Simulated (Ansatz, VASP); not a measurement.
# One calculation of RbBr, two programs

```xyz
2
Lattice="0.0000 3.2674 3.5137 3.2674 0.0000 3.5137 3.2674 3.2674 0.0000" Properties=species:S:1:pos:R:3 pbc="T T T"
Rb    0.0000    0.0000    0.0000
Br    3.2674    3.2674    3.5137
```

Change from the starting cell: epitaxial_xy strain -5.6%.

Alike in both runs: task single point; functional HSE06; k mesh 4 × 4 × 4; no spin polarisation.

|  | VASP | Ansatz |
| --- | --- | --- |
| version | VASP 6.6.1 | Ansatz 0.2.0 |
| potentials or method | VASP PAW PBE potentials, release 64 (Rb_sv, Br) | plane waves, PAW |
| plane-wave cutoff (eV) | 520 | 420 |
| occupations | gaussian, width 0.01 eV | fixed |
| valence electrons in the cell | 16 | 16 |

VASP gave:

| Item | Value |
| --- | --- |
| gap on the k mesh at the Fermi level (eV) | 5.66 |
| pressure (GPa) | 2.4 |
| traceless stress, the component that is largest in VASP (GPa) | -2.05 |

Problem. Which values does Ansatz return?

Solution. gap on the k mesh at the Fermi level (eV): 5.66; pressure (GPa): 2.4; traceless stress, the component that is largest in VASP (GPa): -2.04.

Ansatz's warnings: stress exchange threshold loose, stress scf threshold loose.
